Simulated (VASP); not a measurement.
Input of a VASP 6.6.1 run:

INCAR

```
SYSTEM = ScIn4
PREC = Accurate ; ENCUT = 520
EDIFF = 1E-7 ; ISMEAR = 0
SIGMA = 0.1 ; LREAL = .FALSE.
LASPH = .TRUE. ; NELM = 150
ALGO = Fast ; ISIF = 2
LWAVE = .FALSE. ; LCHARG = .FALSE.
ISPIN = 2 ; MAGMOM = 1 0 0 0 0
LORBIT = 11 ; LMAXMIX = 4
GGA = PE ; NBANDS = 44
```

KPOINTS

```
Automatic mesh
0
G
  4 4 4
  0 0 0
```

File POSCAR:

```
ScIn4
1.0
    5.4021786878      0.0000000000      0.0000000000
    0.0000000000      5.4021786878      0.0000000000
    0.0000000000      0.0000000000      5.4021786878
Sc In
1 4
Direct
    0.5000000000      0.5000000000      0.5000000000
    0.8003140833      0.8003140833      0.8003140833
    0.1996859167      0.1996859167      0.8003140833
    0.1996859167      0.8003140833      0.1996859167
    0.8003140833      0.1996859167      0.1996859167
```

Potentials or basis: VASP PAW PBE potentials, release 64 (Sc_sv, In_d).

Launch:

```console
$ cat potpaw_PBE.64/Sc_sv/POTCAR potpaw_PBE.64/In_d/POTCAR > POTCAR
$ mpirun -np 1 vasp_std > vasp.out
```

Task: Estimate the largest force.

Result: 0.048 eV/Å.

Task: Predict the net moment.

Result: 0.00 μB per cell.

Forces on the atoms (eV/Å):
```
Sc   0.000  0.000  0.000
In   0.028  0.028  0.028
In  -0.028 -0.028  0.028
In  -0.028  0.028 -0.028
In   0.028 -0.028 -0.028
```
